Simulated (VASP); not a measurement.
# TiCo (Pm-3m) in VASP: a series of runs, part 2 of 2

VASP 6.6.1. Earlier steps stand in the parts before.

## Step 4: Single point, PBE, collinear spin, ferromagnetic start (14.10 Å³/atom)

This run uses another cell than the first one, of 14.10 Å³/atom.

Contents of INCAR:

```
SYSTEM = TiCo
ALGO = Normal
EDIFF = 1E-7
ENCUT = 520
GGA = PE
ISIF = 2
ISMEAR = 0
ISPIN = 2
LASPH = .True.
LCHARG = .False.
LMAXMIX = 4
LORBIT = 11
LREAL = .False.
LWAVE = .False.
MAGMOM = 0 1.09
NBANDS = 22
NELM = 150
PREC = Accurate
SIGMA = 0.1
```

Contents of KPOINTS:

```
k-points
0
Gamma
  14 14 14
  0 0 0
```

Contents of POSCAR:

```
TiCo
1.0
    3.0441430839      0.0000000000      0.0000000000
    0.0000000000      3.0441430839      0.0000000000
    0.0000000000      0.0000000000      3.0441430839
Ti Co
1 1
Direct
    0.0000000000      0.0000000000      0.0000000000
    0.5000000000      0.5000000000      0.5000000000
```

Potentials or basis: VASP PAW PBE potentials, release 64 (Ti_sv, Co).

The run is started by

```sh
> cat potpaw_PBE.64/Ti_sv/POTCAR potpaw_PBE.64/Co/POTCAR > POTCAR
> mpirun -np 1 vasp_std > vasp.out
```

OUTCAR:

```text
SYSTEM = TiCo
   EDIFF = 1E-7
   ENCUT = 520
   GGA = PE
   ISIF = 2
   ISMEAR = 0
   ISPIN = 2
   LASPH = .True.
   LORBIT = 11
   LREAL = .False.
   NELM = 150
   PREC = Accurate

 ion  position               nearest neighbor table
   1  0.000  0.000  0.000-   2 2.64   2 2.64   2 2.64   2 2.64   2 2.64   2 2.64   2 2.64   2 2.64

   2  0.500  0.500  0.500-   1 2.64   1 2.64   1 2.64   1 2.64   1 2.64   1 2.64   1 2.64   1 2.64

  LATTYP: Found a simple cubic cell.
 ALAT       =     3.0441430839

  Lattice vectors:

 A1 = (   3.0441430839,   0.0000000000,   0.0000000000)
 A2 = (   0.0000000000,   3.0441430839,   0.0000000000)
 A3 = (   0.0000000000,   0.0000000000,   3.0441430839)

Analysis of symmetry for initial positions (statically):
=====================================================================
 Subroutine PRICEL returns:
 Original cell was already a primitive cell.

 Routine SETGRP: Setting up the symmetry group for a
 simple cubic supercell.

 Subroutine GETGRP returns: Found 48 space group operations
 (whereof 48 operations were pure point group operations)
 out of a pool of 48 trial point group operations.

The static configuration has the point symmetry O_h .

Analysis of symmetry for dynamics (positions and initial velocities):
=====================================================================
 Subroutine PRICEL returns:
 Original cell was already a primitive cell.

 Routine SETGRP: Setting up the symmetry group for a
 simple cubic supercell.

 Subroutine GETGRP returns: Found 48 space group operations
 (whereof 48 operations were pure point group operations)
 out of a pool of 48 trial point group operations.

The dynamic configuration has the point symmetry O_h .

Analysis of structural, dynamic, and magnetic symmetry:
=====================================================================
 Subroutine PRICEL returns:
 Original cell was already a primitive cell.

 Routine SETGRP: Setting up the symmetry group for a
 simple cubic supercell.

 Subroutine GETGRP returns: Found 48 space group operations
 (whereof 48 operations were pure point group operations)
 out of a pool of 48 trial point group operations.

The overall configuration has the point symmetry O_h .

 Subroutine INISYM returns: Found 48 space group operations
 (whereof 48 operations are pure point group operations),
 and found     1 'primitive' translations

----------------------------------------------------------------------------------------

                                     Primitive cell

  volume of cell :      28.2095

  direct lattice vectors                    reciprocal lattice vectors
     3.044143084  0.000000000  0.000000000     0.328499670  0.000000000  0.000000000
     0.000000000  3.044143084  0.000000000     0.000000000  0.328499670  0.000000000
     0.000000000  0.000000000  3.044143084     0.000000000  0.000000000  0.328499670

  length of vectors
     3.044143084  3.044143084  3.044143084     0.328499670  0.328499670  0.328499670

  position of ions in fractional coordinates (direct lattice)
     0.000000000  0.000000000  0.000000000
     0.500000000  0.500000000  0.500000000

  ion indices of the primitive-cell ions
   primitive index   ion index
                 1           1
                 2           2

[... 62 lines left out ...]
   PREC   = accura    normal or accurate (medium, high low for compatibility)
   ISTART =      0    job   : 0-new  1-cont  2-samecut
   ICHARG =      2    charge: 1-file 2-atom 10-const
   ISPIN  =      2    spin polarized calculation?
   LNONCOLLINEAR =      F non collinear calculations
   LSORBIT =      F    spin-orbit coupling
   LASPH  =      T    aspherical Exc in radial PAW
   ENCUT  =  520.0 eV  38.22 Ry    6.18 a.u.   5.66  5.66  5.66*2*pi/ulx,y,z
   NELM   =    150;   NELMIN=  2; NELMDL= -5     # of ELM steps
   EDIFF  = 0.1E-06   stopping-criterion for ELM
   LREAL  =      F    real-space projection
   EDIFFG = 0.1E-05   stopping-criterion for IOM
   NSW    =      0    number of steps for IOM
   IBRION =     -1    ionic relax: 0-MD 1-quasi-New 2-CG
   NFREE  =      0    steps in history (QN), initial steepest desc. (CG)
   ISIF   =      2    stress and relaxation
   ISYM   =      2    0-nonsym 1-usesym 2-fastsym
   POTIM  = 0.5000    time-step for ionic-motion
   TEBEG  =    0.0;   TEEND  =   0.0 temperature during run
   PSTRESS=    0.0 pullay stress
   NELECT =      21.0000    total number of electrons
   NUPDOWN=      -1.0000    fix difference up-down
   EMIN   =  10.00;   EMAX   =-10.00  energy-range for DOS
   EFERMI =   0.00;   METHOD = LEGACY
   ISMEAR =     0;   SIGMA  =   0.10  broadening in eV -4-tet -1-fermi 0-gaus
   EFERMI_NEDOS =   21; number of points for ismear=-14 and -15
   IALGO  =     38    algorithm
   IMIX   =      4    mixing-type and parameters
     AMIX     =   0.40;   BMIX     =  1.00
     AMIX_MAG =   1.60;   BMIX_MAG =  1.00
  volume/ion in A,a.u.               =      14.10        95.18
  Fermi-wavevector in a.u.,A,eV,Ry     =   1.483712  2.803809 29.951873  2.201401
  Thomas-Fermi vector in A             =   2.597339
   LORBIT       =     11    0 simple, 1 ext, 2 COOP (PROOUT), +10 PAW based schemes
   GGA     = PE    functional components
   LHFCALC =     F    Hartree Fock is set to
   AEXX    =    0.0000 exact exchange contribution
   IVDW    =     0    specifies the selected vdW correction
   LEPSILON=     F    determine dielectric tensor
   LRPA    =     F    only Hartree local field effects (RPA)
 spin polarized calculation
 Gauss-broadening in eV      SIGMA  =   0.10
  energy-cutoff  :      520.00
  volume of cell :       28.21
 maximum number of plane-waves:       780
 NGX is ok and might be reduce to    24
   NGX = 11   NGY = 11   NGZ = 11

 number of electron      21.0000011 magnetization       0.9090284

 Free energy of the ion-electron system (eV)
  ---------------------------------------------------
  ext. energy  EPLUGINS =         0.00000000
  ---------------------------------------------------
  free energy    TOTEN  =       -15.63047225 eV

  energy without entropy =      -15.62174000  energy(sigma->0) =      -15.62610612

 E-fermi :   9.1718     XC(G=0): -12.2702

 val. band max:        9.1689510895   @ k =   0.3571   0.2143   0.2143
 cond. band min:       9.1747313739   @ k =   0.3571   0.3571   0.0000
 fundamental gap:      0.0057802844
 Fermi energy:         9.1717924601

 spin component 1

 k-point     1 :       0.0000    0.0000    0.0000
  band No.  band energies     occupation
      1     -48.0262      1.00000
      2     -24.1329      1.00000
      3     -24.1329      1.00000
      4     -24.1329      1.00000
      5       1.7645      1.00000
      6       5.2556      1.00000
[... 589 lines left out ...]
     21      26.6882      0.00000
     22      27.9256      0.00000

 [... further k-points ...]

 spin component 2

 k-point     1 :       0.0000    0.0000    0.0000
  band No.  band energies     occupation
      1     -48.0796      1.00000
      2     -24.1876      1.00000
      3     -24.1876      1.00000
      4     -24.1876      1.00000
      5       1.7328      1.00000
      6       6.0053      1.00000
[... 589 lines left out ...]
     21      26.5605      0.00000
     22      27.9740      0.00000

 [... further k-points ...]
[... 5 lines left out ...]
  --------------------------------------------------------------------------------------
  -------------------------------------------------------------------------------------
  Total       -1.5485110     -1.5485110     -1.5485110     -0.0000000      0.0000000     -0.0000000
  in kB      -87.9487564    -87.9487564    -87.9487564     -0.0000000      0.0000000     -0.0000000
  external PRESSURE =     -87.9487564 kB  Pullay stress =       0.0000000 kB

 VOLUME and BASIS-vectors are now :
 -----------------------------------------------------------------------------
  energy-cutoff  :      520.00
  volume of cell :       28.21
      direct lattice vectors                 reciprocal lattice vectors
     3.044143084  0.000000000  0.000000000     0.328499670  0.000000000  0.000000000
     0.000000000  3.044143084  0.000000000     0.000000000  0.328499670  0.000000000
     0.000000000  0.000000000  3.044143084     0.000000000  0.000000000  0.328499670

 POSITION                                       TOTAL-FORCE (eV/Angst)
 -----------------------------------------------------------------------------------
      0.00000      0.00000      0.00000         0.000000      0.000000      0.000000
      1.52207      1.52207      1.52207         0.000000      0.000000      0.000000
 -----------------------------------------------------------------------------------
    total drift:                                0.000000      0.000000     -0.000000

  FREE ENERGIE OF THE ION-ELECTRON SYSTEM (eV)
  ---------------------------------------------------
  free  energy   TOTEN  =       -15.6304722455 eV

  energy  without entropy=      -15.6217399977  energy(sigma->0) =      -15.62610612

 total charge

# of ion       s       p       d       tot
------------------------------------------
    1        2.235   6.161   1.813  10.208
    2        0.505   0.427   7.263   8.195
--------------------------------------------------
tot          2.739   6.588   9.076  18.403

 magnetization (x)

# of ion       s       p       d       tot
------------------------------------------
    1       -0.003  -0.015  -0.059  -0.076
    2        0.029  -0.007   1.036   1.058
--------------------------------------------------
tot          0.026  -0.022   0.978   0.982
```

OSZICAR:

```text
N       E                     dE             d eps       ncg     rms          rms(c)
DAV:   1     0.165893790970E+03    0.16589E+03   -0.95392E+03 10718   0.118E+03
DAV:   2    -0.736570119992E+01   -0.17326E+03   -0.16482E+03 10770   0.302E+02
[... 12 lines left out ...]
DAV:  15    -0.156304633455E+02    0.31576E-03   -0.10103E-03 16498   0.251E-01    0.462E-02
DAV:  16    -0.156304727780E+02   -0.94325E-05   -0.11645E-04 15232   0.836E-02    0.170E-02
DAV:  17    -0.156304717456E+02    0.10324E-05   -0.79549E-06 13888   0.184E-02    0.493E-03
DAV:  18    -0.156304717755E+02   -0.29897E-07   -0.19789E-06 15108   0.126E-02    0.998E-03
DAV:  19    -0.156304722339E+02   -0.45849E-06   -0.12449E-06 13128   0.118E-02    0.257E-03
DAV:  20    -0.156304722455E+02   -0.11580E-07   -0.88159E-08  5906   0.234E-03
   1 F= -.15630472E+02 E0= -.15626106E+02  d E =-.873225E-02  mag=     0.9091
```

Run time: 3.1 min. Hardware: 1 thread of Intel Xeon 8259CL, shared host; peak memory 0.24 GiB.

What came out:

- Free energy: -15.6305 eV
- Pressure: -8.8 GPa
- Net moment: 0.91 μB per cell
- Site moments: Ti -0.08; Co +1.06 μB
- Valence electrons inside the program's atomic spheres: Ti 10.21; Co 8.20

Caveat: the cell stands under tension.

## Step 5: Overview

```csv
cell,k mesh,smearing,gap on the mesh (eV),pressure (GPa),moment (μB)
"a = 2.986 Å, 2 atoms",18 × 18 × 18,gaussian 0.1 eV,none,-0.6,0.86
"a = 2.986 Å, 2 atoms",20 × 20 × 20,gaussian 0.15 eV,none,-0.7,0.84
"a = 3.044 Å, 2 atoms",14 × 14 × 14,gaussian 0.1 eV,none,-8.8,0.91
```

Alike in all rows: task single point; level PBE; potentials or basis VASP PAW PBE potentials, release 64 (Ti_sv, Co); spin collinear, ferromagnetic start; cutoff (eV) 520.

Caveats: the cell stands under tension (at least some runs).

Absolute energies hang on the potentials; compare differences alone.
